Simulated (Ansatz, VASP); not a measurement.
# PbO in VASP and in Ansatz

File INCAR:

```
SYSTEM = PbO
  PREC = Accurate
  ENCUT = 520
  EDIFF = 1E-8
  ISMEAR = -1
  SIGMA = 0.03
  LREAL = .False.
  LASPH = .True.
  NELM = 80
  ALGO = Normal
  ISIF = 2
  LWAVE = .False.
  LCHARG = .False.
  LEFG = .True.
  NBANDS = 28
```

KPOINTS

```
Automatic mesh
0
Gamma
  7 7 6
  0 0 0
```

POSCAR

```
PbO
1.0
    3.9744000000      0.0000000000      0.0000000000
    0.0000000000      3.9744000000      0.0000000000
    0.0000000000      0.0000000000      4.9215600000
Pb O
2 2
Direct
    0.0000000000      0.5000000000      0.2351000000
    0.5000000000      0.0000000000      0.7649000000
    0.0000000000      0.0000000000      0.0000000000
    0.5000000000      0.5000000000      0.0000000000
```

Input for Ansatz:

```yaml
crystal:
  lattice:
    - [3.9744, 0.0, 0.0]
    - [0.0, 3.9744, 0.0]
    - [0.0, 0.0, 4.92156]
  atoms:
    - { symbol: Pb, position: [0.0, 0.5, 0.2351] }
    - { symbol: Pb, position: [0.5, 0.0, 0.7649] }
    - { symbol: O, position: [0.0, 0.0, 0.0] }
    - { symbol: O, position: [0.5, 0.5, 0.0] }
kpoints:
  mp_grid: { grid: [7, 7, 6] }
scf:
  occupations: { method: fermi_dirac, width: 0.03 }
hamiltonian:
  xc: lda
  pseudopotentials: { kind: paw }
output:
  forces: true
  stress: true
  eigenvalues: true
  efg: { contact_densities: true }
```

Change from the starting cell: zz strain of -2 %, PAW files.

Alike in both runs: task electric field gradients; functional LDA; k mesh 7 × 7 × 6; occupations fermi-dirac, width 0.03 eV; no spin polarisation.

|  | VASP | Ansatz |
| --- | --- | --- |
| version | VASP 6.6.1 | Ansatz 0.2.0 |
| potentials or method | VASP PAW LDA potentials, release 64 (Pb_d, O) | PAW with Ansatz's default frozen-core files, scalar-relativistic |
| plane-wave cutoff (eV) | 520 | 420 |
| valence electrons in the cell | 40 | 40 |

Ansatz gave:

* gap on the k mesh at the Fermi level (eV): 1.48
* pressure (GPa): -0.3
* traceless stress, the component that is largest in VASP (GPa): 0.72
* rms of the force components (eV/Å): 0.075
* size of Vzz on the site where it differs most (V/Å²): 206.2

Task: Which values does VASP return?

Result: gap on the k mesh at the Fermi level (eV): 1.46; pressure (GPa): -0.1; traceless stress, the component that is largest in VASP (GPa): 0.70; rms of the force components (eV/Å): 0.106; size of Vzz on the site where it differs most (V/Å²): 217.8.

LDA's correlation is that of Perdew and Zunger in VASP and of Perdew and Wang (1992) in Ansatz. Atom by atom the forces differ by 0.031 eV/Å (rms over components).

Spin-orbit coupling is off throughout.
